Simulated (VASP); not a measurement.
# Cd2Te3 (Pm-3m) in VASP: notebook

The runs below take Cd2Te3 through relaxation of cell and atoms, with PBE.

Program: VASP 6.6.1. These are calculated values, not measurements. Logs are shortened: lines on timing, memory, paths and dates and some standing lists are left out, and cuts for length are marked.

**1. The cell of the first run**

It takes space group Pm-3m (No. 221, cubic). The conventional cell has a = 5.550 Å, b = 5.550 Å, c = 5.550 Å, α = 90.00°, β = 90.00°, γ = 90.00°. Cd (site symmetry m-3m) has 12 Te at 3.92 Å and 8 Cd at 4.81 Å within 5.2 Å. Cd (site symmetry m-3m) has 6 Te at 2.78 Å within 3.7 Å. Within 3.7 Å of Te (site symmetry 4/mmm) lie 2 Cd at 2.78 Å.

**2. Relaxation of cell and atoms, PBE**

INCAR

```
SYSTEM = Cd2Te3
ALGO = Normal
EDIFF = 1E-6
EDIFFG = -0.04
ENCUT = 600
GGA = PE
IBRION = 2
ISIF = 3
ISMEAR = 0
LASPH = .True.
LCHARG = .False.
LREAL = .False.
LWAVE = .False.
NELM = 100
NSW = 90
PREC = Accurate
SIGMA = 0.1
```

KPOINTS

```
k-points
0
Gamma
  4 4 4
  0 0 0
```

POSCAR

```
Cd2Te3
1.0
    5.5500645700      0.0000000000      0.0000000000
    0.0000000000      5.5500645700      0.0000000000
    0.0000000000      0.0000000000      5.5500645700
Cd Te
2 3
Direct
    0.5000000000      0.5000000000      0.5000000000
    0.0000000000      0.0000000000      0.0000000000
    0.5000000000      0.0000000000      0.0000000000
    0.0000000000      0.5000000000      0.0000000000
    0.0000000000      0.0000000000      0.5000000000
```

Potentials or basis: VASP PAW PBE potentials, release 64 (Cd, Te).

On the command line:

```console
> cat potpaw_PBE.64/Cd/POTCAR potpaw_PBE.64/Te/POTCAR > POTCAR
> mpirun -np 1 vasp_std > vasp.out
```

OUTCAR:

```text
SYSTEM = Cd2Te3
   EDIFF = 1E-6
   EDIFFG = -0.04
   ENCUT = 600
   GGA = PE
   IBRION = 2
   ISIF = 3
   ISMEAR = 0
   LASPH = .True.
   LREAL = .False.
   NELM = 100
   NSW = 90
   PREC = Accurate

 ion  position               nearest neighbor table
   1  0.500  0.500  0.500-
   2  0.000  0.000  0.000-   3 2.78   4 2.78   5 2.78   5 2.78   4 2.78   3 2.78
   3  0.500  0.000  0.000-   2 2.78   2 2.78
   4  0.000  0.500  0.000-   2 2.78   2 2.78
   5  0.000  0.000  0.500-   2 2.78   2 2.78

  LATTYP: Found a simple cubic cell.
 ALAT       =     5.5500645700

  Lattice vectors:

 A1 = (   5.5500645700,   0.0000000000,   0.0000000000)
 A2 = (   0.0000000000,   5.5500645700,   0.0000000000)
 A3 = (   0.0000000000,   0.0000000000,   5.5500645700)

Analysis of symmetry for initial positions (statically):
=====================================================================
 Subroutine PRICEL returns:
 Original cell was already a primitive cell.

 Routine SETGRP: Setting up the symmetry group for a
 simple cubic supercell.

 Subroutine GETGRP returns: Found 48 space group operations
 (whereof 48 operations were pure point group operations)
 out of a pool of 48 trial point group operations.

The static configuration has the point symmetry O_h .

Analysis of symmetry for dynamics (positions and initial velocities):
=====================================================================
 Subroutine PRICEL returns:
 Original cell was already a primitive cell.

 Routine SETGRP: Setting up the symmetry group for a
 simple cubic supercell.

 Subroutine GETGRP returns: Found 48 space group operations
 (whereof 48 operations were pure point group operations)
 out of a pool of 48 trial point group operations.

The dynamic configuration has the point symmetry O_h .

 Subroutine INISYM returns: Found 48 space group operations
 (whereof 48 operations are pure point group operations),
 and found     1 'primitive' translations

----------------------------------------------------------------------------------------

                                     Primitive cell

  volume of cell :     170.9598

  direct lattice vectors                    reciprocal lattice vectors
     5.550064570  0.000000000  0.000000000     0.180178084  0.000000000  0.000000000
     0.000000000  5.550064570  0.000000000     0.000000000  0.180178084  0.000000000
     0.000000000  0.000000000  5.550064570     0.000000000  0.000000000  0.180178084

  length of vectors
     5.550064570  5.550064570  5.550064570     0.180178084  0.180178084  0.180178084

  position of ions in fractional coordinates (direct lattice)
     0.500000000  0.500000000  0.500000000
     0.000000000  0.000000000  0.000000000
     0.500000000  0.000000000  0.000000000
     0.000000000  0.500000000  0.000000000
     0.000000000  0.000000000  0.500000000

  ion indices of the primitive-cell ions
   primitive index   ion index
                 1           1
                 2           2
                 3           3
                 4           4
                 5           5

----------------------------------------------------------------------------------------

 KPOINTS: k-points

Automatic generation of k-mesh.
 Grid dimensions read from file:
 generate k-points for:    4    4    4

 Generating k-lattice:

  Cartesian coordinates                     Fractional coordinates (reciprocal lattice)
     0.045044521  0.000000000  0.000000000     0.250000000  0.000000000  0.000000000
[... 49 lines left out ...]
   NFREE  =      1    steps in history (QN), initial steepest desc. (CG)
   ISIF   =      3    stress and relaxation
   ISYM   =      2    0-nonsym 1-usesym 2-fastsym
   POTIM  = 0.5000    time-step for ionic-motion
   TEBEG  =    0.0;   TEEND  =   0.0 temperature during run
   PSTRESS=    0.0 pullay stress
   NELECT =      42.0000    total number of electrons
   NUPDOWN=      -1.0000    fix difference up-down
   EMIN   =  10.00;   EMAX   =-10.00  energy-range for DOS
   EFERMI =   0.00;   METHOD = LEGACY
   ISMEAR =     0;   SIGMA  =   0.10  broadening in eV -4-tet -1-fermi 0-gaus
   EFERMI_NEDOS =   21; number of points for ismear=-14 and -15
   IALGO  =     38    algorithm
   IMIX   =      4    mixing-type and parameters
     AMIX     =   0.40;   BMIX     =  1.00
     AMIX_MAG =   1.60;   BMIX_MAG =  1.00
  volume/ion in A,a.u.               =      34.19       230.74
  Fermi-wavevector in a.u.,A,eV,Ry     =   1.025321  1.937576 14.303578  1.051283
  Thomas-Fermi vector in A             =   2.159155
   LORBIT       =      0    0 simple, 1 ext, 2 COOP (PROOUT), +10 PAW based schemes
   GGA     = PE    functional components
   LHFCALC =     F    Hartree Fock is set to
   AEXX    =    0.0000 exact exchange contribution
   IVDW    =     0    specifies the selected vdW correction
   LEPSILON=     F    determine dielectric tensor
   LRPA    =     F    only Hartree local field effects (RPA)
 conjugate gradient relaxation of ions
 non-spin polarized calculation
 Gauss-broadening in eV      SIGMA  =   0.10
  energy-cutoff  :      600.00
  volume of cell :      170.96
 maximum number of plane-waves:      5832
 NGX is ok and might be reduce to    48
   NGX = 23   NGY = 23   NGZ = 23

--------------------------------------- Ionic step        1  -------------------------------------------

 number of electron      42.0000006 magnetization

 Free energy of the ion-electron system (eV)
  ---------------------------------------------------
  ext. energy  EPLUGINS =         0.00000000
  ---------------------------------------------------
  free energy    TOTEN  =        -8.42755469 eV

  energy without entropy =       -8.38270835  energy(sigma->0) =       -8.40513152

------------------------ aborting loop because EDIFF is reached ----------------------------------------

  FORCE on cell =-STRESS in cart. coord.  units (eV):
  Direction    XX          YY          ZZ          XY          YZ          ZX
  --------------------------------------------------------------------------------------
  -------------------------------------------------------------------------------------
  Total        1.9581791      1.9581791      1.9581791     -0.0000000     -0.0000000     -0.0000000
  in kB       18.3513863     18.3513863     18.3513863     -0.0000000     -0.0000000     -0.0000000
  external PRESSURE =      18.3513863 kB  Pullay stress =       0.0000000 kB

 VOLUME and BASIS-vectors are now :
 -----------------------------------------------------------------------------
  energy-cutoff  :      600.00
  volume of cell :      170.96
      direct lattice vectors                 reciprocal lattice vectors
     5.550064570  0.000000000  0.000000000     0.180178084  0.000000000  0.000000000
     0.000000000  5.550064570  0.000000000     0.000000000  0.180178084  0.000000000
     0.000000000  0.000000000  5.550064570     0.000000000  0.000000000  0.180178084

 POSITION                                       TOTAL-FORCE (eV/Angst)
 -----------------------------------------------------------------------------------
      2.77503      2.77503      2.77503         0.000000      0.000000      0.000000
      0.00000      0.00000      0.00000         0.000000      0.000000      0.000000
      2.77503      0.00000      0.00000         0.000000      0.000000      0.000000
      0.00000      2.77503      0.00000         0.000000      0.000000      0.000000
      0.00000      0.00000      2.77503         0.000000      0.000000      0.000000
 -----------------------------------------------------------------------------------
    total drift:                                0.000000     -0.000000      0.000000

  FREE ENERGIE OF THE ION-ELECTRON SYSTEM (eV)
  ---------------------------------------------------
  free  energy   TOTEN  =        -8.4275546888 eV

  energy  without entropy=       -8.3827083526  energy(sigma->0) =       -8.40513152

--------------------------------------- Ionic step        2  -------------------------------------------

 number of electron      42.0000006 magnetization

 Free energy of the ion-electron system (eV)
  ---------------------------------------------------
  ext. energy  EPLUGINS =         0.00000000
  ---------------------------------------------------
  free energy    TOTEN  =        -8.48130999 eV

  energy without entropy =       -8.43394057  energy(sigma->0) =       -8.45762528

 E-fermi :   2.4231     XC(G=0):  -8.6573

 val. band max:        2.3814563853   @ k =   0.2500   0.2500   0.0000
 cond. band min:       2.4439441081   @ k =   0.2500   0.2500   0.2500
 fundamental gap:      0.0624877229
 Fermi energy:         2.4230959246

 k-point     1 :       0.0000    0.0000    0.0000
  band No.  band energies     occupation
      1      -9.0007      2.00000
      2      -8.0724      2.00000
      3      -8.0724      2.00000
      4      -5.9772      2.00000
      5      -5.9772      2.00000
      6      -5.9772      2.00000
[... 269 lines left out ...]
     24       6.6419      0.00000
     25       6.6419      0.00000

------------------------ aborting loop because EDIFF is reached ----------------------------------------

  FORCE on cell =-STRESS in cart. coord.  units (eV):
  Direction    XX          YY          ZZ          XY          YZ          ZX
  --------------------------------------------------------------------------------------
  -------------------------------------------------------------------------------------
  Total        0.0117648      0.0117648      0.0117648     -0.0000000      0.0000000     -0.0000000
  in kB        0.1042348      0.1042348      0.1042348     -0.0000000      0.0000000     -0.0000000
  external PRESSURE =       0.1042348 kB  Pullay stress =       0.0000000 kB

 VOLUME and BASIS-vectors are now :
 -----------------------------------------------------------------------------
  energy-cutoff  :      600.00
  volume of cell :      180.83
      direct lattice vectors                 reciprocal lattice vectors
     5.654924998 -0.000000000 -0.000000000     0.176837005  0.000000000  0.000000000
    -0.000000000  5.654924998 -0.000000000     0.000000000  0.176837005  0.000000000
    -0.000000000 -0.000000000  5.654924998     0.000000000  0.000000000  0.176837005

 POSITION                                       TOTAL-FORCE (eV/Angst)
 -----------------------------------------------------------------------------------
      2.82746      2.82746      2.82746         0.000000     -0.000000      0.000000
      0.00000      0.00000      0.00000        -0.000000      0.000000      0.000000
      2.82746     -0.00000     -0.00000        -0.000000      0.000000      0.000000
     -0.00000      2.82746     -0.00000         0.000000     -0.000000      0.000000
     -0.00000     -0.00000      2.82746        -0.000000      0.000000      0.000000
 -----------------------------------------------------------------------------------
    total drift:                                0.000000     -0.000000      0.000000

  FREE ENERGIE OF THE ION-ELECTRON SYSTEM (eV)
  ---------------------------------------------------
  free  energy   TOTEN  =        -8.4813099949 eV

  energy  without entropy=       -8.4339405716  energy(sigma->0) =       -8.45762528

 reached required accuracy - stopping structural energy minimisation
```

It took 52 s on 1 thread of AMD EPYC 9R45 (Zen 5), shared host; peak memory 0.32 GiB.

What came out:

```
Free energy                            : -8.4813 eV
Relaxed volume                         : 36.17 Å³/atom
Relaxed cell                           : a = 5.655 Å, b = 5.655 Å, c = 5.655 Å, α = 90.00°, β = 90.00°, γ = 90.00°
Space group after relaxing (to 0.05 Å) : Pm-3m (No. 221)
Energy gained by relaxing              : 10.8 meV/atom
Ionic steps                            : 2
Pressure after relaxing                : 0.0 GPa
Band gap on the k mesh                 : zero (band 21 reaches 3.13 eV, above the bottom of band 22 at 2.20 eV)
```

The path:
| step | energy change (eV) | largest force (eV/Å) | pressure (GPa) | volume (Å³) |
| --- | --- | --- | --- | --- |
| 1 | 0.0000 | 0.0000 | 1.84 | 170.96 |
| 2 | -0.0538 | 0.0000 | 0.01 | 180.83 |

Final structure:
```
Cd Te
1.0
     5.65493    0.00000    0.00000
     0.00000    5.65493    0.00000
     0.00000    0.00000    5.65493
Cd Te
2 3
Direct
  0.50000 0.50000 0.50000
  0.00000 0.00000 0.00000
  0.50000 0.00000 0.00000
  0.00000 0.50000 0.00000
  0.00000 0.00000 0.50000
```

Levels at points of the mesh, in eV from the Fermi level:
```
           k point  band 18  band 19  band 20  band 21  band 22  band 23  band 24  band 25
(0.00, 0.00, 0.00)    -0.51    -0.51    -0.51    -0.16    -0.16    -0.16     0.22     5.15
(0.50, 0.00, 0.00)    -1.14    -1.14    -0.86    -0.18    -0.18     0.57     2.60     4.05
(0.50, 0.50, 0.00)    -1.43    -0.95    -0.95     0.22     0.70     0.73     3.26     4.19
(0.50, 0.50, 0.50)    -1.41     0.71     0.71     0.71     0.76     0.76     4.22     4.22
```

Caveat: spin-orbit coupling is left out, which moves the levels of the heavy elements.

(Part 1 of 2 ends here.)
